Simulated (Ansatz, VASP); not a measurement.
# CaO in VASP and in Ansatz

POSCAR

```
CaO
1.0
    0.0000000000      2.4155243932      2.4155243932
    2.4155243932      0.0000000000      2.4155243932
    2.4155243932      2.4155243932      0.0000000000
Ca O
1 1
Direct
    0.0000000000      0.0000000000      0.0000000000
    0.5000000000      0.5000000000      0.5000000000
```

INCAR.step1

```
SYSTEM = CaO
PREC = Accurate
ENCUT = 520
ISMEAR = 0
SIGMA = 0.02
LREAL = .False.
LASPH = .True.
NELM = 80
NBANDS = 15
GGA = PE
ALGO = Normal
EDIFF = 1E-4
LWAVE = .True.
LCHARG = .False.
```

The input INCAR.step2:

```
SYSTEM = CaO
PREC = Accurate
ENCUT = 520
EDIFF = 1E-7
ISMEAR = 0
SIGMA = 0.02
LREAL = .False.
LASPH = .True.
NELM = 80
ALGO = Normal
ISIF = 2
LWAVE = .False.
LCHARG = .False.
METAGGA = R2SCAN
LMIXTAU = .True.
NBANDS = 15
ISTART = 1
```

Contents of KPOINTS:

```
Automatic mesh
0
Gamma
  8 8 8
  0 0 0
```

Input for Ansatz:

```yaml
crystal:
  lattice:
    - [0.0, 2.4155243932, 2.4155243932]
    - [2.4155243932, 0.0, 2.4155243932]
    - [2.4155243932, 2.4155243932, 0.0]
  atoms:
    - { symbol: Ca, position: [0.0, 0.0, 0.0] }
    - { symbol: O, position: [0.5, 0.5, 0.5] }
basis:
  ecutwfc: 500
kpoints:
  mp_grid: { grid: [8, 8, 8] }
  band_path:
    path:
      - [[0.0, 0.0, 0.0], [0.5, 0.0, 0.5], [0.625, 0.25, 0.625]]
      - [[0.375, 0.375, 0.75], [0.0, 0.0, 0.0], [0.5, 0.5, 0.5], [0.5, 0.25, 0.75], [0.5, 0.0, 0.5]]
    npoints: 14
hamiltonian:
  xc: r2scan
scf:
  occupations: { method: gaussian, width: 0.02 }
  n_extra_bands: 6
output:
  forces: true
  stress: true
  eigenvalues: true
  populations: true
  dos: { projected: true, de: 0.02, nscf_kmesh: { grid: [12, 12, 12] } }
  bader: true
  write_density: true
  write_potential: true
  elf: true
  volumetric_format: npy
```

Alike in both runs: task single point; functional r2SCAN; k mesh 8 × 8 × 8; occupations gaussian, width 0.02 eV; no spin polarisation.

|  | VASP | Ansatz |
| --- | --- | --- |
| version | VASP 6.6.1 | Ansatz 0.2.0 |
| potentials or method | VASP PAW PBE potentials, release 64 (Ca_sv, O), cutoff 520 eV | scalar-relativistic, plane waves, PAW |
| valence electrons in the cell | 16 | 16 |

```tsv
	VASP	Ansatz	Ansatz less VASP
gap on the k mesh at the Fermi level (eV)	4.19	4.20	+0.011
least direct gap on the mesh (eV)	4.57	4.58	+0.014
pressure (GPa)	-1.5	-2.5	-0.98
```

VASP's potentials were made for PBE, not for r2SCAN. With one functional, cell and mesh, what is left measures potentials, basis and numerics.
